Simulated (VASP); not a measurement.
Wanted: the native input for a VASP 6.6.1 run.

```
Task                   : single point
Functional             : PBEsol
Potentials or basis    : VASP PAW PBE potentials, release 64 (Hf_pv)
Cutoff                 : 520 eV
k mesh                 : 14 × 14 × 8
Occupations            : fermi-dirac, width 0.08 eV
Spin                   : no spin polarisation
Dipole correction      : no
Further INCAR settings : ALGO = Normal; EDIFF = 1e-07; NBANDS = 17
```

The structure of Hf lies in POSCAR:

```
Hf
1.0
    3.0910972905      0.0000000000      0.0000000000
   -1.5455486453      2.6769687791      0.0000000000
    0.0000000000      0.0000000000      4.9095002620
Hf
2
Direct
    0.3333333333      0.6666666667      0.2500000000
    0.6666666667      0.3333333333      0.7500000000
```

The input as run:

INCAR

```
SYSTEM = Hf
ALGO = Normal
EDIFF = 1E-7
ENCUT = 520
GGA = PS
ISIF = 2
ISMEAR = -1
LASPH = .TRUE.
LCHARG = .FALSE.
LREAL = .FALSE.
LWAVE = .FALSE.
NBANDS = 17
NELM = 60
PREC = Accurate
SIGMA = 0.08
```

KPOINTS

```
k-points
0
G
  14 14 8
  0 0 0
```

Potentials or basis: VASP PAW PBE potentials, release 64 (Hf_pv).

Command:

```bash
$ cat potpaw_PBE.64/Hf_pv/POTCAR > POTCAR
$ mpirun -np 1 vasp_std > vasp.out
```

Results of the run:

* Pressure: 7.4 GPa
* Band gap on the k mesh: zero (bands 10 and 11 overlap by 1.48 eV)

Caveat: the cell stands under pressure; the PAW data sets were made with another functional, which shifts forces and pressure a little; spin-orbit coupling is left out, which moves the levels of the heavy elements.

Run time: 22 s on 1 thread of Intel(R) Xeon(R) 6975P-C (Granite Rapids), with other jobs on the host, peak memory 0.2 GiB.
